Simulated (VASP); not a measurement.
Wanted: the native input for a VASP 6.6.1 run.

| Property | Result |
| --- | --- |
| Task | relaxation of cell and atoms |
| Functional | PBE |
| Potentials or basis | VASP PAW PBE potentials, release 64 (Nb_sv, Tl_d, O) |
| Cutoff | 600 eV |
| k mesh | 12 × 12 × 8 |
| Occupations | gaussian, width 0.1 eV |
| Spin | no spin polarisation |
| Dipole correction | no |
| Further INCAR settings | ALGO = Normal; EDIFF = 1e-07; IBRION = 2; EDIFFG = -0.01; NSW = 100; ISIF = 3 |

The structure of NbTlO2 lies in POSCAR:

```
NbTlO2
1.0
    3.7127694465      0.0000000000      0.0000000000
    0.0000000000      3.7127694465      0.0000000000
    0.0000000000      0.0000000000      5.8843743167
Nb Tl O
1 1 2
Direct
    0.0000000000      0.0000000000      0.5000000000
    0.5000000000      0.5000000000      0.0000000000
    0.0000000000      0.5000000000      0.5900079738
    0.5000000000      0.0000000000      0.4099920262
```

These files were run (other wordings do the same):

INCAR

```
SYSTEM = NbTlO2
ALGO     = Normal         ! electronic algorithm
EDIFF    = 1E-7           ! SCF threshold, eV
EDIFFG   = -0.01          ! ionic threshold
ENCUT    = 600            ! plane-wave cutoff, eV
GGA      = PE             ! functional
IBRION   = 2              ! ionic algorithm
ISIF     = 3              ! what is computed and relaxed
ISMEAR   = 0              ! smearing method
LASPH    = .TRUE.         ! aspherical terms in the spheres
LCHARG   = .FALSE.        ! write CHGCAR
LREAL    = .FALSE.        ! projectors in reciprocal space
LWAVE    = .FALSE.        ! write WAVECAR
NELM     = 60             ! most SCF steps
NSW      = 100            ! ionic steps
PREC     = Accurate       ! precision mode
SIGMA    = 0.1            ! smearing width, eV
```

KPOINTS

```
k-points
0
G
  12 12 8
  0 0 0
```

Potentials or basis: VASP PAW PBE potentials, release 64 (Nb_sv, Tl_d, O).

Launch:

```sh
$ cat potpaw_PBE.64/Nb_sv/POTCAR potpaw_PBE.64/Tl_d/POTCAR potpaw_PBE.64/O/POTCAR > POTCAR
$ mpirun -np 1 vasp_std > vasp.out
```

Results of the run:

```yaml
Relaxed_volume: 20.20 Å³/atom
Relaxed_cell: a = 3.715 Å, b = 3.715 Å, c = 5.854 Å, α = 90.00°, β = 90.00°, γ = 90.00°
Space_group_after_relaxing_to_0.1_Å: P-4m2 (No. 115)
Energy_gained_by_relaxing: 0.2 meV/atom
Ionic_steps: 5
Pressure_after_relaxing: 0.0 GPa
Band_gap_on_the_k_mesh: zero (bands 19 and 20 overlap by 0.77 eV)
```

Caveat: spin-orbit coupling is left out, which moves the levels of the heavy elements.

Wall time 14 min on 1 thread of Intel(R) Xeon(R) Platinum 8275CL CPU @ 3.00GHz (Skylake/Cascade Lake) (shared host), peak memory 0.47 GiB.
